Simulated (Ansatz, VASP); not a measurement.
One calculation of AgCl, two programs

The input INCAR:

```
SYSTEM = AgCl
ALGO = Normal
EDIFF = 1E-6
ENCUT = 520
GGA = PS
ISIF = 2
ISMEAR = 0
LASPH = .True.
LCHARG = .False.
LREAL = .False.
LWAVE = .False.
NBANDS = 26
NELM = 80
PREC = Accurate
SIGMA = 0.05
```

The input KPOINTS:

```
k-points
0
Gamma
  10 10 6
  0 0 0
```

Contents of POSCAR:

```
AgCl
1.0
    3.4867243335      0.0000000000      0.0000000000
    0.0000000000      3.3311591989      0.0000000000
    0.0000000000      0.0000000000      6.6623183978
Ag Cl
2 2
Direct
    0.0000000000      0.0000000000      0.0000000000
    0.0000000000      0.0000000000      0.5000000000
    0.5000000000      0.5000000000      0.2500000000
    0.5000000000      0.5000000000      0.7500000000
```

Input for Ansatz:

```yaml
crystal:
  lattice:
    - [3.4867243335, 0.0, 0.0]
    - [0.0, 3.3311591989, 0.0]
    - [0.0, 0.0, 6.6623183978]
  atoms:
    - { symbol: Ag, position: [0.0, 0.0, 0.0] }
    - { symbol: Ag, position: [0.0, 0.0, 0.5] }
    - { symbol: Cl, position: [0.5, 0.5, 0.25] }
    - { symbol: Cl, position: [0.5, 0.5, 0.75] }
basis:
  ecutwfc: 420
kpoints:
  mp_grid: { grid: [10, 10, 6] }
hamiltonian:
  xc: pbesol
scf:
  occupations: { method: gaussian, width: 0.05 }
output:
  forces: true
  stress: true
  eigenvalues: true
```

Change from the starting cell: mode 1 frozen in at +0.000 Å, normal strain along x +0.0467.

Alike in both runs: task single point; functional PBEsol; k mesh 10 × 10 × 6; occupations gaussian, width 0.05 eV; no spin polarisation.

|  | VASP | Ansatz |
| --- | --- | --- |
| version | VASP 6.6.1 | Ansatz 0.2.0 |
| potentials or method | VASP PAW PBE potentials, release 64 (Ag, Cl), cutoff 520 eV | scalar-relativistic, plane waves, PAW |
| valence electrons in the cell | 36 | 52 |

```csv
,VASP,Ansatz,Ansatz less VASP
gap on the k mesh at the Fermi level (eV),0.37,0.37,-0.001
least direct gap on the mesh (eV),0.39,0.39,-0.001
pressure (GPa),-2.7,-2.6,+0.10
"traceless stress, the component that is largest in VASP (GPa)",-1.46,-1.46,+0.002
```

VASP's potentials were made for PBE, not for PBEsol. VASP's potentials hold 36 valence electrons a cell and Ansatz's 52, so a difference there can come from the potentials and not from the codes.
